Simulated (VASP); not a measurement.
# CuO (Cccm) in VASP: further runs

The runs below take CuO through single point, with PBEsol+U.

Program: VASP 6.6.1. These are calculated values, not measurements. Logs are shortened: lines on timing, memory, paths and dates and some standing lists are left out, and cuts for length are marked.

## 1. The cell of the first run

The structure is orthorhombic, space group Cccm (No. 66). The conventional cell has a = 4.091 Å, b = 4.122 Å, c = 5.105 Å, α = 90.00°, β = 90.00°, γ = 90.00°. Within 2.6 Å of Cu (site symmetry 2/m) lie 4 O at 1.93 Å. O (site symmetry 222) has 4 Cu at 1.93 Å and 2 O at 2.55 Å within 2.6 Å.

## 2. Single point, PBEsol+U

INCAR reads:

```
SYSTEM = CuO
PREC = Accurate ; ENCUT = 520
EDIFF = 1E-6 ; ISMEAR = -1
SIGMA = 0.05 ; LREAL = .FALSE.
LASPH = .TRUE. ; NELM = 150
ALGO = Normal ; ISIF = 2
LWAVE = .FALSE. ; LCHARG = .FALSE.
LMAXMIX = 4 ; LDAU = .TRUE.
LDAUTYPE = 2 ; LDAUL = 2 -1
LDAUU = 3 0 ; LDAUJ = 0 0
LDAUPRINT = 1 ; GGA = PS
NBANDS = 25
```

KPOINTS reads:

```
regular mesh
0
G
  9 9 5
  0 0 0
```

POSCAR reads:

```
CuO
1.0
    2.0455860352     -2.0608573763      0.0000000000
    2.0455860352      2.0608573763      0.0000000000
    0.0000000000      0.0000000000      5.1052174642
Cu O
2 2
Direct
    0.5000000000      0.0000000000      0.0000000000
    0.0000000000      0.5000000000      0.5000000000
    0.5000000000      0.5000000000      0.2500000000
    0.5000000000      0.5000000000      0.7500000000
```

Potentials or basis: VASP PAW PBE potentials, release 64 (Cu, O).

On the command line:

```
$ cat potpaw_PBE.64/Cu/POTCAR potpaw_PBE.64/O/POTCAR > POTCAR
$ mpirun -np 1 vasp_std > vasp.out
```

OUTCAR:

```text
SYSTEM = CuO
   PREC = Accurate
   ENCUT = 520
   EDIFF = 1E-6
   ISMEAR = -1
   LREAL = .FALSE.
   LASPH = .TRUE.
   NELM = 150
   ISIF = 2
   GGA = PS

 ion  position               nearest neighbor table
   1  0.500  0.000  0.000-   3 1.93   4 1.93   3 1.93   4 1.93
   2  0.000  0.500  0.500-   3 1.93   4 1.93   3 1.93   4 1.93
   3  0.500  0.500  0.250-   1 1.93   2 1.93   1 1.93   2 1.93
   4  0.500  0.500  0.750-   1 1.93   2 1.93   1 1.93   2 1.93

  LATTYP: Found a base centered orthorhombic cell.
 ALAT       =     4.0911720704
 B/A-ratio  =     1.0074655091
 C/A-ratio  =     1.2478618294

  Lattice vectors:

 A1 = (   2.0455860352,  -2.0608573763,   0.0000000000)
 A2 = (   2.0455860352,   2.0608573763,   0.0000000000)
 A3 = (   0.0000000000,   0.0000000000,   5.1052174642)

Analysis of symmetry for initial positions (statically):
=====================================================================
 Subroutine PRICEL returns:
 Original cell was already a primitive cell.

 Routine SETGRP: Setting up the symmetry group for a
 base centered orthorhombic supercell.

 Subroutine GETGRP returns: Found  8 space group operations
 (whereof  4 operations were pure point group operations)
 out of a pool of  8 trial point group operations.

The static configuration has the point symmetry C_2h.
 The point group associated with its full space group is D_2h.

Analysis of symmetry for dynamics (positions and initial velocities):
=====================================================================
 Subroutine PRICEL returns:
 Original cell was already a primitive cell.

 Routine SETGRP: Setting up the symmetry group for a
 base centered orthorhombic supercell.

 Subroutine GETGRP returns: Found  8 space group operations
 (whereof  4 operations were pure point group operations)
 out of a pool of  8 trial point group operations.

The dynamic configuration has the point symmetry C_2h.
 The point group associated with its full space group is D_2h.

 Subroutine INISYM returns: Found  8 space group operations
[... 175 lines left out ...]

atom =   2  type =  1  l = 2

 onsite density matrix

spin component  1

  0.9392  0.0000  0.0165  0.0000 -0.0000
  0.0000  0.8759  0.0000  0.0831  0.0000
  0.0165  0.0000  0.9656  0.0000  0.0000
  0.0000  0.0831  0.0000  0.8771  0.0000
 -0.0000  0.0000  0.0000  0.0000  0.9596

spin component  2

  0.9392  0.0000  0.0165  0.0000 -0.0000
  0.0000  0.8759  0.0000  0.0831  0.0000
  0.0165  0.0000  0.9656  0.0000  0.0000
  0.0000  0.0831  0.0000  0.8771  0.0000
 -0.0000  0.0000  0.0000  0.0000  0.9596

 occupancies and eigenvectors

  o =  0.7934  v =  0.0000 -0.7096 -0.0000  0.7046  0.0000  0.0000  0.0000  0.0000  0.0000  0.0000      0.0000  0.0000  0.0000  0.0000  0.0000  0.0000  0.0000  0.0000  0.0000  0.0000
  o =  0.7934  v =  0.0000  0.0000  0.0000  0.0000  0.0000  0.0000 -0.7096 -0.0000  0.7046  0.0000      0.0000  0.0000  0.0000  0.0000  0.0000  0.0000  0.0000  0.0000  0.0000  0.0000
  o =  0.9312  v =  0.9008 -0.0000 -0.4342 -0.0000  0.0018  0.0000  0.0000  0.0000  0.0000  0.0000      0.0000  0.0000  0.0000  0.0000  0.0000  0.0000  0.0000  0.0000  0.0000  0.0000
  o =  0.9312  v =  0.0000  0.0000  0.0000  0.0000  0.0000  0.9008 -0.0000 -0.4342 -0.0000  0.0018      0.0000  0.0000  0.0000  0.0000  0.0000  0.0000  0.0000  0.0000  0.0000  0.0000
  o =  0.9596  v =  0.0023  0.0000  0.0006  0.0000 -1.0000  0.0000  0.0000  0.0000  0.0000  0.0000      0.0000  0.0000  0.0000  0.0000  0.0000  0.0000  0.0000  0.0000  0.0000  0.0000
  o =  0.9596  v =  0.0000  0.0000  0.0000  0.0000  0.0000  0.0023  0.0000  0.0006  0.0000 -1.0000      0.0000  0.0000  0.0000  0.0000  0.0000  0.0000  0.0000  0.0000  0.0000  0.0000
  o =  0.9596  v = -0.0000  0.7046  0.0000  0.7096  0.0000  0.0000  0.0000  0.0000  0.0000  0.0000      0.0000  0.0000  0.0000  0.0000  0.0000  0.0000  0.0000  0.0000  0.0000  0.0000
  o =  0.9596  v =  0.0000  0.0000  0.0000  0.0000  0.0000 -0.0000  0.7046  0.0000  0.7096  0.0000      0.0000  0.0000  0.0000  0.0000  0.0000  0.0000  0.0000  0.0000  0.0000  0.0000
  o =  0.9735  v =  0.0000  0.0000  0.0000  0.0000  0.0000 -0.4342  0.0000 -0.9008  0.0000 -0.0016      0.0000  0.0000  0.0000  0.0000  0.0000  0.0000  0.0000  0.0000  0.0000  0.0000
  o =  0.9735  v = -0.4342  0.0000 -0.9008  0.0000 -0.0016  0.0000  0.0000  0.0000  0.0000  0.0000      0.0000  0.0000  0.0000  0.0000  0.0000  0.0000  0.0000  0.0000  0.0000  0.0000

 number of electron      33.9999973 magnetization

 Free energy of the ion-electron system (eV)
  ---------------------------------------------------
  ext. energy  EPLUGINS =         0.00000000
  ---------------------------------------------------
  free energy    TOTEN  =       -19.38810739 eV

  energy without entropy =      -19.36927616  energy(sigma->0) =      -19.37869177

 E-fermi :   4.7958     XC(G=0): -11.7131

 val. band max:        4.7679197831   @ k =   0.4444   0.4444   0.4000
 cond. band min:       4.8318926962   @ k =   0.4444   0.2222   0.4000
 fundamental gap:      0.0639729131
 Fermi energy:         4.7958161354

 k-point     1 :       0.0000    0.0000    0.0000
  band No.  band energies     occupation
      1     -14.9815      2.00000
      2     -13.5630      2.00000
      3      -3.5755      2.00000
      4      -0.8982      2.00000
      5      -0.8826      2.00000
      6       0.5173      2.00000
[... 661 lines left out ...]
     24      16.2453      0.00000
     25      16.8115      0.00000

 [... further k-points ...]
[... 5 lines left out ...]
  --------------------------------------------------------------------------------------
  -------------------------------------------------------------------------------------
  Total       -0.6714139     -0.6943668     -0.8426811     -0.0000000      0.0000000      0.0000000
  in kB      -24.9914236    -25.8457762    -31.3663452     -0.0000000      0.0000000      0.0000000
  external PRESSURE =     -27.4011817 kB  Pullay stress =       0.0000000 kB

 VOLUME and BASIS-vectors are now :
 -----------------------------------------------------------------------------
  energy-cutoff  :      520.00
  volume of cell :       43.04
      direct lattice vectors                 reciprocal lattice vectors
     2.045586035 -2.060857376  0.000000000     0.244428732 -0.242617469  0.000000000
     2.045586035  2.060857376  0.000000000     0.244428732  0.242617469  0.000000000
     0.000000000  0.000000000  5.105217464     0.000000000  0.000000000  0.195878042

 POSITION                                       TOTAL-FORCE (eV/Angst)
 -----------------------------------------------------------------------------------
      1.02279     -1.03043      0.00000         0.000000      0.000000      0.000000
      1.02279      1.03043      2.55261        -0.000000      0.000000      0.000000
      2.04559      0.00000      1.27630        -0.000000     -0.000000      0.000000
      2.04559      0.00000      3.82891        -0.000000     -0.000000      0.000000
 -----------------------------------------------------------------------------------
    total drift:                                0.000000     -0.000000     -0.000000

  FREE ENERGIE OF THE ION-ELECTRON SYSTEM (eV)
  ---------------------------------------------------
  free  energy   TOTEN  =       -19.3881073886 eV

  energy  without entropy=      -19.3692761556  energy(sigma->0) =      -19.37869177
```

OSZICAR:

```text
N       E                     dE             d eps       ncg     rms          rms(c)
DAV:   1     0.298143467222E+03    0.29814E+03   -0.16376E+04  3918   0.215E+03
DAV:   2     0.140025221439E+02   -0.28414E+03   -0.26074E+03  3845   0.394E+02
DAV:   3    -0.226618924346E+02   -0.36664E+02   -0.34898E+02  4509   0.159E+02
DAV:   4    -0.239094748822E+02   -0.12476E+01   -0.12391E+01  4603   0.310E+01
DAV:   5    -0.239378940506E+02   -0.28419E-01   -0.28405E-01  4760   0.419E+00    0.153E+01
DAV:   6    -0.218406134604E+02    0.20973E+01   -0.27720E+01  5455   0.141E+02    0.111E+01
DAV:   7    -0.193402538649E+02    0.25004E+01   -0.76562E+00  4604   0.984E+01    0.242E+00
DAV:   8    -0.194156558057E+02   -0.75402E-01   -0.10424E+00  3938   0.688E+00    0.155E+00
DAV:   9    -0.193900055634E+02    0.25650E-01   -0.38800E-02  6156   0.680E+00    0.362E-01
DAV:  10    -0.193882942407E+02    0.17113E-02   -0.11018E-02  5732   0.178E+00    0.218E-01
DAV:  11    -0.193881534480E+02    0.14079E-03   -0.43836E-03  5691   0.741E-01    0.679E-02
DAV:  12    -0.193881099607E+02    0.43487E-04   -0.25766E-04  5185   0.178E-01    0.298E-02
DAV:  13    -0.193881075948E+02    0.23659E-05   -0.61591E-05  5835   0.965E-02    0.228E-03
DAV:  14    -0.193881073886E+02    0.20612E-06   -0.19594E-06  2958   0.202E-02
   1 F= -.19388107E+02 E0= -.19378692E+02  d E =-.188312E-01
```

Run time: 1.8 min. Hardware: 1 thread of Intel Xeon 8259CL, shared host; peak memory 0.2 GiB.

Results:

| Property | Result |
| --- | --- |
| Free energy | -19.3881 eV |
| Pressure | -2.7 GPa |
| Band gap on the k mesh | zero (bands 17 and 18 overlap by 1.01 eV) |

Stress tensor (GPa, compression positive):
```
-2.50  0.00  0.00
 0.00 -2.58  0.00
 0.00  0.00 -3.14
```

Levels at points of the mesh, in eV from the Fermi level:
| k point | band 13 | band 14 | band 15 | band 16 | band 17 | band 18 | band 19 | band 20 | band 21 | band 22 |
| --- | --- | --- | --- | --- | --- | --- | --- | --- | --- | --- |
| (0.00, 0.00, 0.00) | -3.01 | -2.95 | -2.40 | -2.37 | 0.72 | 0.74 | 1.57 | 6.32 | 7.56 | 13.36 |

Eigenvalues of the final occupation matrices:
| site | spin | trace | eigenvalues |
| --- | --- | --- | --- |
| site 1 d | 1 | 4.62 | 0.79 0.93 0.96 0.96 0.97 |
| site 1 d | 2 | 4.62 | 0.79 0.93 0.96 0.96 0.97 |
| site 2 d | 1 | 4.62 | 0.79 0.93 0.96 0.96 0.97 |
| site 2 d | 2 | 4.62 | 0.79 0.93 0.96 0.96 0.97 |

Caveat: the PAW data sets were made with another functional, which shifts forces and pressure a little; U without spin polarisation on a metal has little footing.

[end of part 1 of 2]
